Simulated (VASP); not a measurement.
**In: single point with PBE**

Crystal: In.

```
CELL_PARAMETERS angstrom
-1.88253 1.88253 1.88253
1.88253 -1.88253 1.88253
1.88253 1.88253 -1.88253
ATOMIC_POSITIONS crystal
In 0.02390 0.02390 0.00000
```

This cell differs from its parent crystal: one atom moved.

| Quantity | Value |
| --- | --- |
| Program | VASP 6.6.1 |
| Task | single point |
| Functional | PBE |
| Potentials or basis | VASP PAW PBE potentials, release 64 (In_d) |
| Cutoff | 520 eV |
| k mesh | 14 × 14 × 14 |
| Occupations | gaussian, width 0.1 eV |
| Spin | no spin polarisation |

The pressure is 1.4 GPa.

Levels at points of the mesh, in eV from the Fermi level:
| k point | band 4 | band 5 | band 6 | band 7 | band 8 | band 9 |
| --- | --- | --- | --- | --- | --- | --- |
| (0.00, 0.00, 0.00) | -14.36 | -14.36 | -9.37 | 10.94 | 10.94 | 10.94 |
| (0.50, 0.00, 0.00) | -14.36 | -14.20 | -3.88 | -3.07 | 5.87 | 7.30 |
| (0.50, 0.50, 0.50) | -14.24 | -14.24 | 0.93 | 1.30 | 1.30 | 1.30 |

Wall time 19 s on 1 thread of AMD EPYC 7R13 Processor (Zen 3), on a shared host, peak memory 0.13 GiB.

Caveat: the cell differs from its parent crystal (one atom moved); spin-orbit coupling is left out, which moves the levels of the heavy elements.
